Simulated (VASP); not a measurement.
Crystal: Br.

```
CELL_PARAMETERS angstrom
4.10503 0.00000 0.00000
2.13055 3.50885 0.00000
-3.11779 -1.75443 2.01312
ATOMIC_POSITIONS crystal
Br 0.00000 0.00000 0.00000
```

- Program: VASP 6.6.1
- Task: relaxation of volume and atoms at fixed shape
- Functional: PBEsol
- Potentials or basis: VASP PAW PBE potentials, release 64 (Br)
- Cutoff: 600 eV
- k mesh: 14 × 14 × 14, shifted
- Occupations: methfessel-paxton, width 0.3 eV
- Spin: no spin polarisation

At the start: pressure -1.2 GPa; volume 29.00 Å³/atom.

How do energy, volume and symmetry change on relaxing?

Over 21 steps the energy falls by 3.6 meV/atom and the volume is 28.06 Å³/atom (-3.2 %); space group I4/mmm (No. 139, to 0.1 Å) before and after.

The path:
| step | energy change (eV) | largest force (eV/Å) | pressure (GPa) | volume (Å³) |
| --- | --- | --- | --- | --- |
| 1 | 0.0000 | 0.0000 | -1.21 | 29.00 |
| 2 | -0.0036 | 0.0000 | -0.02 | 28.09 |
| 3 | -0.0036 | 0.0000 | -0.01 | 28.07 |
| 4 | -0.0036 | 0.0000 | -0.01 | 28.07 |
| 5 | -0.0036 | 0.0000 | -0.01 | 28.07 |
| 6 | -0.0036 | 0.0000 | -0.01 | 28.07 |
| 7 | -0.0036 | 0.0000 | -0.01 | 28.07 |
| 8 | -0.0036 | 0.0000 | -0.01 | 28.07 |
| 9 | -0.0036 | 0.0000 | -0.01 | 28.07 |
| 10 | -0.0036 | 0.0000 | -0.01 | 28.07 |
| 11 | -0.0036 | 0.0000 | -0.01 | 28.07 |
| 12 | -0.0036 | 0.0000 | -0.01 | 28.07 |
| 13 | -0.0036 | 0.0000 | -0.01 | 28.07 |
| 14 | -0.0036 | 0.0000 | -0.02 | 28.07 |
| 15 | -0.0036 | 0.0000 | -0.02 | 28.06 |
| 16 | -0.0036 | 0.0000 | 0.01 | 28.06 |
| 17 | -0.0036 | 0.0000 | 0.02 | 28.06 |
| 18 | -0.0036 | 0.0000 | 0.02 | 28.06 |
| 19 | -0.0036 | 0.0000 | 0.01 | 28.06 |
| 20 | -0.0036 | 0.0000 | 0.01 | 28.06 |
| 21 | -0.0036 | 0.0000 | 0.00 | 28.06 |

Final structure:
```xyz
1
Lattice="4.0605 0.0000 0.0000 2.1074 3.4708 0.0000 -3.0840 -1.7354 1.9913" Properties=species:S:1:pos:R:3 pbc="T T T"
Br    0.0000    0.0000    0.0000
```

Caveat: so wide a smearing shifts energies and pressures; the PAW data sets were made with another functional, which shifts forces and pressure a little; an odd number of electrons without spin polarisation forces a metal; a magnetic or distorted state may lie lower.
